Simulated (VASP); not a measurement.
**SiGe2: relaxation of cell and atoms with PBE**

Crystal: SiGe2.

```xyz
6
Lattice="4.0089 0.0000 0.0000 -2.0044 3.4718 0.0000 0.0000 0.0000 9.7470" Properties=species:S:1:pos:R:3 pbc="T T T"
Si    0.0000    0.0000    1.1794
Si    0.0000    0.0000    8.5676
Ge    2.0044    1.1573    1.9669
Ge    2.0044    1.1573    4.4541
Ge    0.0000    2.3145    7.7801
Ge    0.0000    2.3145    5.2928
```

| Item | Value |
| --- | --- |
| Program | VASP 6.6.1 |
| Task | relaxation of cell and atoms |
| Functional | PBE |
| Potentials or basis | VASP PAW PBE potentials, release 64 (Si, Ge_d) |
| Cutoff | 600 eV |
| k mesh | 12 × 12 × 4 |
| Occupations | gaussian, width 0.02 eV |
| Spin | no spin polarisation |
| Dipole correction | no |
| Further INCAR settings | ALGO = Normal; EDIFF = 1e-07; IBRION = 2; EDIFFG = -0.01; NSW = 100; ISIF = 3 |

```yaml
Relaxed_volume: 22.55 Å³/atom
Relaxed_cell: a = 3.996 Å, b = 3.996 Å, c = 9.784 Å, α = 90.00°, β = 90.00°, γ = 120.00°
Space_group_after_relaxing_to_0.1_Å: P-3m1 (No. 164)
Energy_gained_by_relaxing: 0.4 meV/atom
Ionic_steps: 5
Pressure_after_relaxing: 0.0 GPa
Largest_force_after_relaxing: 0.008 eV/Å
Band_gap_on_the_k_mesh: 0.45 eV (least direct gap 0.56 eV)
```

Forces in eV/Å, atoms in the order of the input:
```
Si   0.000  0.000 -0.006
Si   0.000  0.000  0.006
Ge   0.000  0.000 -0.008
Ge   0.000  0.000  0.004
Ge   0.000  0.000  0.008
Ge   0.000  0.000 -0.004
```

The path:
```
step  energy change (eV)  largest force (eV/Å)  pressure (GPa)  volume (Å³)
   1              0.0000                0.0482           -0.15       135.66
   2             -0.0016                0.0643            0.06       135.24
   3             -0.0016                0.0641            0.05       135.27
   4             -0.0021                0.0125            0.05       135.31
   5             -0.0021                0.0077            0.00       135.31
```

Final structure:
```xyz
6
Lattice="3.9962 0.0000 0.0000 -1.9981 3.4609 0.0000 0.0000 0.0000 9.7836" Properties=species:S:1:pos:R:3 pbc="T T T"
Si    1.9981    3.4609    1.1817
Si    0.0000    0.0000    8.6018
Ge    1.9981    1.1536    1.9754
Ge    1.9981    1.1536    4.4645
Ge    0.0000    2.3072    7.8082
Ge    0.0000    2.3072    5.3190
```

Levels at points of the mesh, in eV from the valence-band top:
| k point | band 29 | band 30 | band 31 | band 32 | band 33 | band 34 | band 35 | band 36 |
| --- | --- | --- | --- | --- | --- | --- | --- | --- |
| (0.00, 0.00, 0.00) | -1.01 | -0.08 | 0.00 | 0.00 | 0.56 | 0.74 | 0.86 | 2.45 |
| (0.50, 0.00, 0.00) | -2.87 | -2.87 | -1.92 | -1.81 | 0.74 | 0.74 | 1.74 | 1.78 |
| (0.00, 0.00, 0.50) | -0.63 | -0.63 | -0.36 | -0.36 | 0.46 | 1.24 | 1.32 | 2.94 |
| (0.50, 0.00, 0.50) | -2.76 | -2.52 | -1.32 | -1.32 | 0.45 | 0.93 | 1.21 | 2.68 |

Run time: 31 min on 1 thread of Oxide Virtual Turin-like Processor (shared host), peak memory 0.48 GiB.

A k mesh can miss the band edges.
